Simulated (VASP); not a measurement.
Here is a VASP 6.6.1 calculation.

File INCAR:

```
PREC = Accurate ; ENCUT = 520
EDIFF = 1E-7 ; ISMEAR = 0
SIGMA = 0.1 ; LREAL = F
LASPH = T ; NELM = 60
ALGO = Normal ; ISIF = 2
LWAVE = F ; LCHARG = F
GGA = PE ; NBANDS = 35
```

The input KPOINTS:

```
Automatic mesh
0
Gamma
  6 6 2
```

File POSCAR:

```
AlGa3N2
1.0
    3.1599091300      0.0000000000      0.0000000000
    0.0000000000      3.1599091300      0.0000000000
    0.0000000000      0.0000000000     10.5629680300
Al Ga N
1 3 2
Direct
    0.5000000000      0.5000000000      0.5000000000
    0.0000000000      0.0000000000      0.0000000000
    0.0000000000      0.0000000000      0.7145522800
    0.0000000000      0.0000000000      0.2854477200
    0.5000000000      0.5000000000      0.8473602500
    0.5000000000      0.5000000000      0.1526397500
```

Potentials or basis: VASP PAW PBE potentials, release 64 (Al, Ga_d, N).

Launch:

```console
$ cat potpaw_PBE.64/Al/POTCAR potpaw_PBE.64/Ga_d/POTCAR potpaw_PBE.64/N/POTCAR > POTCAR
$ mpirun -np 1 vasp_std > vasp.out
```

Problem. What does it give for the largest force?

Solution. 1.120 eV/Å.

Problem. What does it give for the band gap on the k mesh?

Solution. Zero (band 26 reaches 4.88 eV, above the bottom of band 27 at 3.04 eV).

Problem. Estimate the pressure.

Solution. -15.7 GPa.

Forces on the atoms (eV/Å):
```
Al   0.000  0.000  0.000
Ga   0.000  0.000  0.000
Ga   0.000  0.000  1.120
Ga   0.000  0.000 -1.120
N    0.000  0.000 -0.529
N    0.000  0.000  0.529
```

Caveat: forces of over 1 eV/Å act on the atoms, so gaps and moduli don't describe the material at rest.
